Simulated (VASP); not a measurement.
Here is a VASP 6.6.1 calculation.

The input INCAR:

```
PREC = Accurate
ENCUT = 500
EDIFF = 1E-6
ISMEAR = 0
SIGMA = 0.01
LREAL = F
LASPH = T
NELM = 120
ALGO = Normal
ISIF = 2
LWAVE = F
LCHARG = F
GGA = PE
NBANDS = 15
GGA_COMPAT = F
```

File KPOINTS:

```
regular mesh
0
Gamma
  5 5 5
```

The input POSCAR:

```
RbCl
1.0
    0.0000000000      3.2184977523      3.2184977523
    3.2184977523      0.0000000000      3.2184977523
    3.2184977523      3.2184977523      0.0000000000
Rb Cl
1 1
Direct
    0.0000000000      0.0000000000      0.0000000000
    0.5000000000      0.5000000000      0.5000000000
```

Potentials or basis: VASP PAW PBE potentials, release 64 (Rb_sv, Cl).

Launch:

```console
$ cat potpaw_PBE.64/Rb_sv/POTCAR potpaw_PBE.64/Cl/POTCAR > POTCAR
$ mpirun -np 1 vasp_std > vasp.out
```

(1) Estimate the band gap on the k mesh.

(2) What does it give for the pressure?

Answers

(1) 5.22 eV, direct.

(2) 2.3 GPa.
